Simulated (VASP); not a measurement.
Runs of VASP 6.6.1 on Cu2As3. The structure is that of space group P-3m1 (No. 164), or close to it. The cells are those of the table. 

```csv
cell,gap on the mesh (eV),pressure (GPa),largest force (eV/Å)
"a = 4.057, b = 4.057, c = 6.090 Å, angles 90.0, 90.0, 120.0°, 5 atoms",none,1.1,0.06
"a = 4.002, b = 4.002, c = 6.008 Å, angles 90.0, 90.0, 120.0°, 5 atoms",none,5.4,0.14
"a = 4.111, b = 4.111, c = 6.170 Å, angles 90.0, 90.0, 120.0°, 5 atoms",none,(a),0.03
"a = 3.975, b = 3.975, c = 5.966 Å, angles 90.0, 90.0, 120.0°, 5 atoms",none,8.0,0.19
"a = 4.030, b = 4.030, c = 6.049 Å, angles 90.0, 90.0, 120.0°, 5 atoms",none,3.1,0.10
"a = 4.137, b = 4.137, c = 6.210 Å, angles 90.0, 90.0, 120.0°, 5 atoms",none,(b),0.04
"a = 4.084, b = 4.084, c = 6.131 Å, angles 90.0, 90.0, 120.0°, 5 atoms",none,-0.7,0.04
```

Alike in all rows: task single point; level PBE; potentials or basis VASP PAW PBE potentials, release 64 (As, Cu); no spin polarisation; k mesh 8 × 8 × 5; cutoff (eV) 520; smearing fermi-dirac 0.05 eV.

Fill in the values left out.

(a) -2.4; (b) -3.8.

A k mesh can miss the band edges, and the runs leave out spin-orbit coupling on As.

A gap of «none» marks levels without a gap at the run's occupations.
